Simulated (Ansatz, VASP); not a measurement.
# AlO3: VASP beside Ansatz

```
Al O
1.0
    -1.33949    1.33949    4.48255
     1.33949   -1.33949    4.48255
     1.33949    1.33949   -4.48255
Al O
1 3
Direct
  0.00000 0.00000 0.00000
  0.50000 0.50000 0.00000
  0.25000 0.75000 0.50000
  0.75000 0.25000 0.50000
```

Alike in both runs: functional r2SCAN; k mesh 8 × 8 × 8; occupations gaussian, width 0.1 eV; collinear spin.

Ansatz relaxed the structure, and its values are those at the end. VASP's run is a single point on that final structure, the one shown.

|  | VASP | Ansatz |
| --- | --- | --- |
| version | VASP 6.6.1 | Ansatz 0.2.0 |
| potentials or method | VASP PAW PBE potentials, release 64 (Al, O), cutoff 520 eV | scalar-relativistic, plane waves, PAW |
| valence electrons in the cell | 21 | 21 |

|  | VASP | Ansatz | Ansatz less VASP |
| --- | --- | --- | --- |
| gap on the k mesh at the Fermi level (eV) | none | none | - |
| pressure (GPa) | -0.4 | 0.0 | +0.42 |
| net moment per atom (μB) | 0.00 | 0.00 | 0.000 |

VASP's potentials were made for PBE, not for r2SCAN. A gap of «none» marks a metal or a gap that the smearing closes. With one functional, cell and mesh, what is left measures potentials, basis and numerics. Ansatz's warnings: filled band counts differ across k points, seeded moment not kept.

The k mesh is coarse, so the values compare programs but aren't converged.
